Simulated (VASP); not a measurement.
Here is a VASP 6.6.1 calculation.

The input INCAR:

```
ALGO = Normal
DIPOL = 0.5 0.5 0.500
EDIFF = 1E-6
ENCUT = 520
GGA = PE
GGA_COMPAT = F
IDIPOL = 3
ISIF = 2
ISMEAR = 0
ISYM = 0
KPAR = 4
LASPH = T
LCHARG = F
LDIPOL = T
LREAL = F
LWAVE = F
NBANDS = 100
NELM = 120
NELMDL = -8
PREC = Accurate
SIGMA = 0.1
```

The input KPOINTS:

```
k-points
0
Gamma
  9 7 1
```

File POSCAR:

```
TaC
1.0
    4.4752580276      0.0000000000      0.0000000000
   -2.2376290138      5.0034905833      0.0000000000
    0.0000000000      0.0000000000     25.0069811666
Ta C
11 11
Direct
    0.7000000000      0.4000000000      0.2999162494
    0.4000000000      0.8000000000      0.3399329995
    0.1000000000      0.2000000000      0.3799497496
    0.8000000000      0.6000000000      0.4199664998
    0.5000000000      0.0000000000      0.4599832499
    0.2000000000      0.4000000000      0.5000000000
    0.9000000000      0.8000000000      0.5400167501
    0.6000000000      0.2000000000      0.5800335002
    0.3000000000      0.6000000000      0.6200502504
    0.0000000000      0.0000000000      0.6600670005
    0.7000000000      0.4000000000      0.7000837506
    0.2000000000      0.4000000000      0.2999162494
    0.9000000000      0.8000000000      0.3399329995
    0.6000000000      0.2000000000      0.3799497496
    0.3000000000      0.6000000000      0.4199664998
    0.0000000000      0.0000000000      0.4599832499
    0.7000000000      0.4000000000      0.5000000000
    0.4000000000      0.8000000000      0.5400167501
    0.1000000000      0.2000000000      0.5800335002
    0.8000000000      0.6000000000      0.6200502504
    0.5000000000      0.0000000000      0.6600670005
    0.2000000000      0.4000000000      0.7000837506
```

Potentials or basis: VASP PAW PBE potentials, release 64 (Ta_pv, C).

The run is started by

```bash
$ cat potpaw_PBE.64/Ta_pv/POTCAR potpaw_PBE.64/C/POTCAR > POTCAR
$ mpirun -np 4 vasp_std > vasp.out
```

Predict the band gap on the k mesh.

zero (an odd number of electrons rules out a gap without spin polarisation).

What does it give for the largest force?

4.140 eV/Å.

Forces in eV/Å, atoms in the order of the input:
```
Ta  -0.009  1.342  3.916
Ta  -0.011 -1.055  1.325
Ta   0.008 -0.850 -0.935
Ta   0.002 -0.264 -0.156
Ta  -0.003  0.373 -0.219
Ta   0.000  0.000  0.000
Ta   0.003 -0.373  0.219
Ta  -0.002  0.264  0.156
Ta  -0.008  0.850  0.935
Ta   0.011  1.055 -1.325
Ta   0.009 -1.343 -3.916
C   -0.003  0.708 -1.136
C    0.008 -1.284 -1.179
C    0.000  0.605 -1.153
C   -0.002  0.435 -0.785
C    0.002 -0.031  0.041
C    0.000  0.000  0.000
C   -0.002  0.031 -0.041
C    0.002 -0.434  0.785
C    0.000 -0.605  1.153
C   -0.008  1.284  1.179
C    0.003 -0.708  1.136
```

Caveat: spin-orbit coupling is left out, which moves the levels of the heavy elements.
